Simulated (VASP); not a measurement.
A run of VASP 6.6.1 is set up as follows.

File INCAR:

```
SYSTEM = Si
ALGO = Normal
EDIFF = 1E-6
ENCUT = 520
ISIF = 2
ISMEAR = 0
LASPH = .True.
LCHARG = .False.
LREAL = .False.
LWAVE = .False.
NBANDS = 16
NELM = 80
PREC = Accurate
SIGMA = 0.03
```

File KPOINTS:

```
k-points
0
Gamma
  12 12 6
  0 0 0
```

Contents of POSCAR:

```
Si
1.0
    3.9540545635      0.0000000000      0.0000000000
   -1.9770272818      3.4243117000      0.0000000000
    0.0000000000      0.0000000000      6.5406848232
Si
4
Direct
    0.3333333333      0.6666666667      0.0630332891
    0.6666666667      0.3333333333      0.5630332891
    0.3333333333      0.6666666667      0.4369667109
    0.6666666667      0.3333333333      0.9369667109
```

Potentials or basis: VASP PAW LDA potentials, release 64 (Si).

Command:

```console
$ cat potpaw_LDA.64/Si/POTCAR > POTCAR
$ mpirun -np 1 vasp_std > vasp.out
```

(1) Predict the pressure.

(2) Estimate the largest force.

Answers

(1) -8.8 GPa.

(2) 0.045 eV/Å.

Caveat: the cell differs from its parent crystal (strain +0.040 along x and y, +0.040 along z); the cell stands under tension.
